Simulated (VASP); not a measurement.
# TePb (Fm-3m) in VASP: phonons with r2SCAN

Aim: the phonons of TePb with r2SCAN.

Everything below comes from runs of VASP 6.6.1. Logs are shortened: lines on timing, memory, paths and dates and some standing lists are left out, and cuts for length are marked.

**1. The cell of the first run**

The structure is cubic, space group Fm-3m (No. 225). The conventional cell has a = 6.534 Å, b = 6.534 Å, c = 6.534 Å, α = 90.00°, β = 90.00°, γ = 90.00°. Pb (site symmetry m-3m) has 6 Te at 3.27 Å within 4.3 Å. Te (site symmetry m-3m) has 6 Pb at 3.27 Å within 4.3 Å.

**2. Phonons, r2SCAN**

Input file INCAR:

```
SYSTEM = TePb
  PREC = Accurate
  ENCUT = 550
  EDIFF = 1E-8
  ISMEAR = 0
  SIGMA = 0.01
  LREAL = .False.
  LASPH = .True.
  NELM = 120
  ALGO = Normal
  ISIF = 2
  LWAVE = .False.
  LCHARG = .True.
  METAGGA = R2SCAN
  LMIXTAU = .True.
  IBRION = 6
  NFREE = 2
  POTIM = 0.015
  NSW = 1
  GGA_COMPAT = .False.
```

Input file KPOINTS:

```
regular mesh
0
Gamma
  12 12 12
  0 0 0
```

Input file POSCAR:

```
TePb
1.0
    0.0000000000      3.2671558143      3.2671558143
    3.2671558143      0.0000000000      3.2671558143
    3.2671558143      3.2671558143      0.0000000000
Pb Te
1 1
Direct
    0.0000000000      0.0000000000      0.0000000000
    0.5000000000      0.5000000000      0.5000000000
```

Potentials or basis: VASP PAW PBE potentials, release 64 (Pb_d, Te).

Launch:

```console
cat potpaw_PBE.64/Pb_d/POTCAR potpaw_PBE.64/Te/POTCAR > POTCAR
mpirun -np 1 vasp_std > vasp.out
```

OUTCAR:

```text
SYSTEM = TePb
   PREC = Accurate
   ENCUT = 550
   EDIFF = 1E-8
   ISMEAR = 0
   LREAL = .False.
   LASPH = .True.
   NELM = 120
   ISIF = 2
   METAGGA = R2SCAN
   IBRION = 6
   NFREE = 2
   POTIM = 0.015
   NSW = 1

 ion  position               nearest neighbor table
   1  0.000  0.000  0.000-   2 3.27   2 3.27   2 3.27   2 3.27   2 3.27   2 3.27
   2  0.500  0.500  0.500-   1 3.27   1 3.27   1 3.27   1 3.27   1 3.27   1 3.27

  LATTYP: Found a face centered cubic cell.
 ALAT       =     6.5343116286

  Lattice vectors:

 A1 = (   0.0000000000,   3.2671558143,   3.2671558143)
 A2 = (   3.2671558143,   0.0000000000,   3.2671558143)
 A3 = (   3.2671558143,   3.2671558143,   0.0000000000)

Analysis of symmetry for initial positions (statically):
=====================================================================
 Subroutine PRICEL returns:
 Original cell was already a primitive cell.

 Routine SETGRP: Setting up the symmetry group for a
 face centered cubic supercell.

 Subroutine GETGRP returns: Found 48 space group operations
 (whereof 48 operations were pure point group operations)
 out of a pool of 48 trial point group operations.

The static configuration has the point symmetry O_h .

Analysis of symmetry for dynamics (positions and initial velocities):
=====================================================================
 Subroutine PRICEL returns:
 Original cell was already a primitive cell.

 Routine SETGRP: Setting up the symmetry group for a
 face centered cubic supercell.

 Subroutine GETGRP returns: Found 48 space group operations
 (whereof 48 operations were pure point group operations)
 out of a pool of 48 trial point group operations.

The dynamic configuration has the point symmetry O_h .

 Subroutine INISYM returns: Found 48 space group operations
 (whereof 48 operations are pure point group operations),
 and found     1 'primitive' translations

----------------------------------------------------------------------------------------

                                     Primitive cell

  volume of cell :      69.7492

  direct lattice vectors                    reciprocal lattice vectors
     0.000000000  3.267155814  3.267155814    -0.153038309  0.153038309  0.153038309
     3.267155814  0.000000000  3.267155814     0.153038309 -0.153038309  0.153038309
     3.267155814  3.267155814  0.000000000     0.153038309  0.153038309 -0.153038309

  length of vectors
     4.620456063  4.620456063  4.620456063     0.265070126  0.265070126  0.265070126

  position of ions in fractional coordinates (direct lattice)
     0.000000000  0.000000000  0.000000000
     0.500000000  0.500000000  0.500000000

  ion indices of the primitive-cell ions
   primitive index   ion index
                 1           1
                 2           2

----------------------------------------------------------------------------------------

 KPOINTS: regular mesh

Automatic generation of k-mesh.
 Grid dimensions read from file:
 generate k-points for:   12   12   12

 Generating k-lattice:

  Cartesian coordinates                     Fractional coordinates (reciprocal lattice)
    -0.012753192  0.012753192  0.012753192     0.083333333  0.000000000  0.000000000
     0.012753192 -0.012753192  0.012753192     0.000000000  0.083333333  0.000000000
     0.012753192  0.012753192 -0.012753192     0.000000000  0.000000000  0.083333333

  Length of vectors
     0.022089177  0.022089177  0.022089177

  Shift w.r.t. Gamma in fractional coordinates (k-lattice)
     0.000000000  0.000000000  0.000000000

 Subroutine IBZKPT returns following result:
 ===========================================

 Found     72 irreducible k-points:

 Following reciprocal coordinates:
            Coordinates               Weight
  0.000000  0.000000  0.000000      1.000000
  0.083333  0.000000  0.000000      8.000000
  0.166667  0.000000  0.000000      8.000000
  0.250000  0.000000  0.000000      8.000000
  0.333333  0.000000  0.000000      8.000000
  0.416667  0.000000  0.000000      8.000000
[... 16 lines left out ...]
  0.500000  0.166667  0.000000     24.000000
 -0.416667  0.166667  0.000000     24.000000
 [... further k-points ...]
   k-points           NKPTS =     72   k-points in BZ     NKDIM =     72   number of bands    NBANDS=     14
   number of dos      NEDOS =    301   number of ions     NIONS =      2
   total plane-waves  NPLWV =  46656
   dimension x,y,z NGX =    36 NGY =   36 NGZ =   36
   dimension x,y,z NGXF=    72 NGYF=   72 NGZF=   72
   ions per type =               1   1
   NGX,Y,Z   is equivalent  to a cutoff of  12.95, 12.95, 12.95 a.u.
   NGXF,Y,Z  is equivalent  to a cutoff of  25.91, 25.91, 25.91 a.u.
 SYSTEM =  TePb
   PREC   = accura    normal or accurate (medium, high low for compatibility)
   ISTART =      0    job   : 0-new  1-cont  2-samecut
   ICHARG =      2    charge: 1-file 2-atom 10-const
   ISPIN  =      1    spin polarized calculation?
   LNONCOLLINEAR =      F non collinear calculations
   LSORBIT =      F    spin-orbit coupling
   LASPH  =      T    aspherical Exc in radial PAW
   ENCUT  =  550.0 eV  40.42 Ry    6.36 a.u.   8.84  8.84  8.84*2*pi/ulx,y,z
   NELM   =    120;   NELMIN=  2; NELMDL= -5     # of ELM steps
   EDIFF  = 0.1E-07   stopping-criterion for ELM
   LREAL  =      F    real-space projection
   EDIFFG = 0.1E-06   stopping-criterion for IOM
   NSW    =     61    number of steps for IOM
   IBRION =      6    ionic relax: 0-MD 1-quasi-New 2-CG
   NFREE  =      2    steps in history (QN), initial steepest desc. (CG)
   ISIF   =      2    stress and relaxation
   ISYM   =      2    0-nonsym 1-usesym 2-fastsym
   POTIM  = 0.0150    time-step for ionic-motion
   TEBEG  =    0.0;   TEEND  =   0.0 temperature during run
   PSTRESS=    0.0 pullay stress
   NELECT =      20.0000    total number of electrons
   NUPDOWN=      -1.0000    fix difference up-down
   EMIN   =  10.00;   EMAX   =-10.00  energy-range for DOS
   EFERMI =   0.00;   METHOD = LEGACY
   ISMEAR =     0;   SIGMA  =   0.01  broadening in eV -4-tet -1-fermi 0-gaus
   EFERMI_NEDOS =   21; number of points for ismear=-14 and -15
   IALGO  =     38    algorithm
   IMIX   =      4    mixing-type and parameters
     AMIX     =   0.40;   BMIX     =  1.00
     AMIX_MAG =   1.60;   BMIX_MAG =  1.00
  volume/ion in A,a.u.               =      34.87       235.35
  Fermi-wavevector in a.u.,A,eV,Ry     =   1.079539  2.040033 15.856289  1.165404
  Thomas-Fermi vector in A             =   2.215507
   LORBIT       =      0    0 simple, 1 ext, 2 COOP (PROOUT), +10 PAW based schemes
   METAGGA = R2SCAN    functional components
   LHFCALC =     F    Hartree Fock is set to
   AEXX    =    0.0000 exact exchange contribution
   IVDW    =     0    specifies the selected vdW correction
   LEPSILON=     F    determine dielectric tensor
   LRPA    =     F    only Hartree local field effects (RPA)
 finite differences with symmetry
 non-spin polarized calculation
 Gauss-broadening in eV      SIGMA  =   0.01
  energy-cutoff  :      550.00
  volume of cell :       69.75
 maximum number of plane-waves:      2085
   NGX = 17   NGY = 17   NGZ = 17

--------------------------------------- Ionic step        1  -------------------------------------------

 number of electron      20.0000002 magnetization

 Free energy of the ion-electron system (eV)
  ---------------------------------------------------
  ext. energy  EPLUGINS =         0.00000000
  ---------------------------------------------------
  free energy    TOTEN  =       -82.70646155 eV

  energy without entropy =      -82.70646155  energy(sigma->0) =      -82.70646155

------------------------ aborting loop because EDIFF is reached ----------------------------------------

  FORCE on cell =-STRESS in cart. coord.  units (eV):
  Direction    XX          YY          ZZ          XY          YZ          ZX
  --------------------------------------------------------------------------------------
  -------------------------------------------------------------------------------------
  Total       -0.0013093     -0.0013093     -0.0013093      0.0000000      0.0000000      0.0000000
  in kB       -0.0300764     -0.0300764     -0.0300764      0.0000000      0.0000000      0.0000000
  external PRESSURE =      -0.0300764 kB  Pullay stress =       0.0000000 kB
[... 129 lines left out ...]
  energy  without entropy=      -82.7064465761  energy(sigma->0) =      -82.70644658

--------------------------------------- Ionic step        5  -------------------------------------------

 number of electron      20.0000002 magnetization

 Free energy of the ion-electron system (eV)
  ---------------------------------------------------
  ext. energy  EPLUGINS =         0.00000000
  ---------------------------------------------------
  free energy    TOTEN  =       -82.70644657 eV

  energy without entropy =      -82.70644657  energy(sigma->0) =      -82.70644657

 E-fermi :   5.1848     XC(G=0):  -9.6555

 val. band max:        5.0747265927   @ k =   0.5000   0.0000   0.0000
 cond. band min:       6.1679422559   @ k =   0.5000   0.0000   0.0000
 fundamental gap:      1.0932156632
 Fermi energy:         5.1848358337

 k-point     1 :       0.0000    0.0000    0.0000
  band No.  band energies     occupation
      1     -12.2403      2.00000
      2     -12.2403      2.00000
      3     -12.2312      2.00000
      4     -12.2311      2.00000
      5     -12.2311      2.00000
      6      -7.1512      2.00000
      7      -0.6420      2.00000
      8       3.7191      2.00000
      9       3.7196      2.00000
     10       3.7196      2.00000
     11       9.3920      0.00000
     12       9.3920      0.00000
     13       9.3935      0.00000
     14      11.3418      0.00000
[... 375 lines left out ...]
 k-point    24 :      -0.4167    0.1667    0.0000
  band No.  band energies     occupation
      1     -12.2619      2.00000
      2     -12.2505      2.00000
      3     -12.2264      2.00000
      4     -12.2187      2.00000
      5     -12.2157      2.00000
      6      -5.6284      2.00000
      7      -3.4572      2.00000
      8       2.5580      2.00000
      9       3.7316      2.00000
     10       4.1901      2.00000
     11       7.1485      0.00000
     12       7.2650      0.00000
     13       8.9025      0.00000
     14      12.8025      0.00000

 [... further k-points ...]

------------------------ aborting loop because EDIFF is reached ----------------------------------------

  FORCE on cell =-STRESS in cart. coord.  units (eV):
  Direction    XX          YY          ZZ          XY          YZ          ZX
  --------------------------------------------------------------------------------------
  -------------------------------------------------------------------------------------
  Total        0.0022901     -0.0008831     -0.0008831      0.0000000      0.0000000     -0.0000000
  in kB        0.0526053     -0.0202862     -0.0202862      0.0000000      0.0000000     -0.0000000
  external PRESSURE =       0.0040110 kB  Pullay stress =       0.0000000 kB
[... 17 lines left out ...]
  FREE ENERGIE OF THE ION-ELECTRON SYSTEM (eV)
  ---------------------------------------------------
  free  energy   TOTEN  =       -82.7064465712 eV

  energy  without entropy=      -82.7064465712  energy(sigma->0) =      -82.70644657

 INTERNAL STRAIN TENSORS FROM DISPLACED ATOMS
 ============================================

 INTERNAL STRAIN TENSOR FOR ION    1 for displacements in x,y,z  (eV/Angst):
          X           Y           Z          XY          YZ          ZX
  --------------------------------------------------------------------------------
  x     0.00000     0.00000     0.00000     0.00000     0.00000     0.00000
  y     0.00000     0.00000     0.00000     0.00000     0.00000     0.00000
  z     0.00000     0.00000     0.00000     0.00000     0.00000     0.00000

 INTERNAL STRAIN TENSOR FOR ION    2 for displacements in x,y,z  (eV/Angst):
          X           Y           Z          XY          YZ          ZX
  --------------------------------------------------------------------------------
  x     0.00000     0.00000     0.00000     0.00000     0.00000     0.00000
  y     0.00000     0.00000     0.00000     0.00000     0.00000     0.00000
  z     0.00000     0.00000     0.00000     0.00000     0.00000     0.00000

 Eigenvectors and eigenvalues of the dynamical matrix
 ----------------------------------------------------

   1 f  =    0.645893 THz     4.058267 2PiTHz   21.544680 cm-1     2.671199 meV
             X         Y         Z           dx          dy          dz
      0.000000  0.000000  0.000000     0.000000    0.621717    0.000000
      3.267156  3.267156  3.267156     0.000000   -0.783242    0.000000

   2 f  =    0.645893 THz     4.058267 2PiTHz   21.544680 cm-1     2.671199 meV
             X         Y         Z           dx          dy          dz
      0.000000  0.000000  0.000000    -0.621717    0.000000    0.000000
      3.267156  3.267156  3.267156     0.783242    0.000000    0.000000
[... 11 lines left out ...]
   5 f/i=    0.003592 THz     0.022569 2PiTHz    0.119816 cm-1     0.014855 meV
             X         Y         Z           dx          dy          dz
      0.000000  0.000000  0.000000     0.000000   -0.783242    0.000000
      3.267156  3.267156  3.267156     0.000000   -0.621717    0.000000

   6 f/i=    0.003592 THz     0.022569 2PiTHz    0.119816 cm-1     0.014855 meV
             X         Y         Z           dx          dy          dz
      0.000000  0.000000  0.000000     0.000000    0.000000    0.783242
      3.267156  3.267156  3.267156     0.000000    0.000000    0.621717

 ELASTIC MODULI CONTR FROM IONIC RELAXATION (kBar)
 Direction    XX          YY          ZZ          XY          YZ          ZX
 --------------------------------------------------------------------------------
 XX           0.0000      0.0000      0.0000      0.0000      0.0000      0.0000
 YY           0.0000      0.0000      0.0000      0.0000      0.0000      0.0000
 ZZ           0.0000      0.0000      0.0000      0.0000      0.0000      0.0000
 XY           0.0000      0.0000      0.0000      0.0000      0.0000      0.0000
 YZ           0.0000      0.0000      0.0000      0.0000      0.0000      0.0000
 ZX           0.0000      0.0000      0.0000      0.0000      0.0000      0.0000
 --------------------------------------------------------------------------------
```

Run time: 15 min. Hardware: 1 thread of Intel Xeon 6975P-C (Granite Rapids), shared host; peak memory 0.46 GiB.

What came out:

```yaml
Highest_phonon_frequency_at_Γ_LO-TO_splitting_left_out: 22 cm⁻¹
```

Phonon frequencies in cm⁻¹ (negative: imaginary):
```tsv
q point	frequencies
(0.000, 0.000, 0.000)	0 0 0 22 22 22
```

Caveat: the PAW data sets were made with another functional, which shifts forces and pressure a little; spin-orbit coupling is left out, which moves the levels of the heavy elements.
